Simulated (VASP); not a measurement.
Wanted: the native input for a VASP 6.6.1 run.

```yaml
Task: single point
Functional: r2SCAN
Potentials_or_basis: VASP PAW PBE potentials, release 64 (Hf_pv, N)
Cutoff: 520 eV
k_mesh: 15 × 15 × 15
Occupations: fermi-dirac, width 0.1 eV
Spin: no spin polarisation
Dipole_correction: no
Further_INCAR_settings: ALGO = Normal; EDIFF = 1e-06; NBANDS = 14
```

Crystal: HfN (rocksalt type).

```
Hf N
1.0
     0.00000    2.26275    2.26275
     2.26275    0.00000    2.26275
     2.26275    2.26275    0.00000
Hf N
1 1
Direct
  0.00000 0.00000 0.00000
  0.50000 0.50000 0.50000
```

These files were run (other wordings do the same):

POSCAR

```
HfN
1.0
    0.0000000000      2.2627502416      2.2627502416
    2.2627502416      0.0000000000      2.2627502416
    2.2627502416      2.2627502416      0.0000000000
Hf N
1 1
Direct
    0.0000000000      0.0000000000      0.0000000000
    0.5000000000      0.5000000000      0.5000000000
```

INCAR.step1

```
SYSTEM = HfN
PREC = Accurate
ENCUT = 520
ISMEAR = -1
SIGMA = 0.1
LREAL = .FALSE.
LASPH = .TRUE.
NELM = 100
NBANDS = 14
GGA = PE
ALGO = Normal
EDIFF = 1E-4
LWAVE = .TRUE.
LCHARG = .FALSE.
```

INCAR.step2

```
SYSTEM = HfN
PREC = Accurate
ENCUT = 520
EDIFF = 1E-6
ISMEAR = -1
SIGMA = 0.1
LREAL = .FALSE.
LASPH = .TRUE.
NELM = 100
ALGO = Normal
ISIF = 2
LWAVE = .FALSE.
LCHARG = .FALSE.
METAGGA = R2SCAN
LMIXTAU = .TRUE.
NBANDS = 14
ISTART = 1
```

KPOINTS

```
regular mesh
0
G
  15 15 15
  0 0 0
```

Potentials or basis: VASP PAW PBE potentials, release 64 (Hf_pv, N).

Run with:

```bash
$ cat potpaw_PBE.64/Hf_pv/POTCAR potpaw_PBE.64/N/POTCAR > POTCAR
$ cp INCAR.step1 INCAR
$ mpirun -np 1 vasp_std > vasp.out
$ cp INCAR.step2 INCAR
$ mpirun -np 1 vasp_std > vasp.out
```

Results of the run:

```yaml
Pressure: -2.6 GPa
Band_gap_on_the_k_mesh: zero (an odd number of electrons rules out a gap without spin polarisation)
```

Caveat: the PAW data sets were made with another functional, which shifts forces and pressure a little; spin-orbit coupling is left out, which moves the levels of the heavy elements.

Wall time 3.4 min on 1 thread of Intel Xeon 8259CL, on a shared host, peak memory 0.18 GiB.
